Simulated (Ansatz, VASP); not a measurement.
**HfC in VASP and in Ansatz**

```xyz
2
Lattice="0.0000 2.3250 2.3250 2.3250 0.0000 2.3250 2.3250 2.3250 0.0000" Properties=species:S:1:pos:R:3 pbc="T T T"
Hf    2.3250    2.3250    2.3250
C     0.0000    0.0000    0.0000
```

Alike in both runs: task single point; functional PBE; k mesh 15 × 15 × 15; occupations gaussian, width 0.2 eV; no spin polarisation.

|  | VASP | Ansatz |
| --- | --- | --- |
| version | VASP 6.6.1 | Ansatz 0.2.0 |
| potentials or method | VASP PAW PBE potentials, release 64 (Hf_pv, C), cutoff 520 eV | all-electron LAPW, scalar-relativistic |

VASP gave:

| Quantity | Value |
| --- | --- |
| pressure (GPa) | -0.5 |

**Question.** What did Ansatz give for the same quantities?

**Answer.** Pressure (GPa): 0.3.

Ansatz ran all-electron here, and VASP with PAW potentials.

Neither program's run includes spin-orbit coupling.
